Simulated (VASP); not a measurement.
Wanted: the native input for a VASP 6.6.1 run.

```yaml
Task: single point
Functional: LDA
Potentials_or_basis: VASP PAW LDA potentials, release 64 (Ge_d)
Cutoff: 520 eV
k_mesh: 6 × 6 × 4
Occupations: gaussian, width 0.02 eV
Spin: no spin polarisation
Dipole_correction: no
Further_INCAR_settings: ALGO = Normal; EDIFF = 1e-07; NBANDS = 96
```

The structure of Ge lies in POSCAR:

```
Ge
1.0
    5.8746101326      0.0000000000      0.0000000000
    0.0000000000      5.8746101326      0.0000000000
    0.0000000000      0.0000000000      6.9126058130
Ge
12
Direct
    0.0885782913      0.0885782913      0.0000000000
    0.4114217087      0.5885782913      0.7500000000
    0.9114217087      0.9114217087      0.5000000000
    0.5885782913      0.4114217087      0.2500000000
    0.1718569481      0.3702456676      0.2557113477
    0.1297543324      0.6718569481      1.0057113477
    0.8281430519      0.6297543324      0.7557113477
    0.8702456676      0.3281430519      0.5057113477
    0.6718569481      0.1297543324     -0.0057113477
    0.6297543324      0.8281430519      0.2442886523
    0.3281430519      0.8702456676      0.4942886523
    0.3702456676      0.1718569481      0.7442886523
```

One way to write it, as run:

INCAR

```
PREC     = Accurate       # precision mode
ENCUT    = 520            # plane-wave cutoff, eV
EDIFF    = 1E-7           # SCF threshold, eV
ISMEAR   = 0              # smearing method
SIGMA    = 0.02           # smearing width, eV
LREAL    = False          # projectors in reciprocal space
LASPH    = True           # aspherical terms in the spheres
NELM     = 60             # most SCF steps
ALGO     = Normal         # electronic algorithm
ISIF     = 2              # what is computed and relaxed
LWAVE    = False          # write WAVECAR
LCHARG   = False          # write CHGCAR
NBANDS   = 96             # bands
```

KPOINTS

```
Automatic mesh
0
Gamma
  6 6 4
```

Potentials or basis: VASP PAW LDA potentials, release 64 (Ge_d).

Launch:

```console
$ cat potpaw_LDA.64/Ge_d/POTCAR > POTCAR
$ mpirun -np 1 vasp_std > vasp.out
```

It gave:

```
Pressure               : 0.1 GPa
Largest force          : 0.006 eV/Å
Band gap on the k mesh : 0.51 eV
```

Wall time 9.8 min on 1 thread of Intel(R) Xeon(R) Platinum 8488C (Sapphire Rapids), on a shared host, peak memory 0.55 GiB.
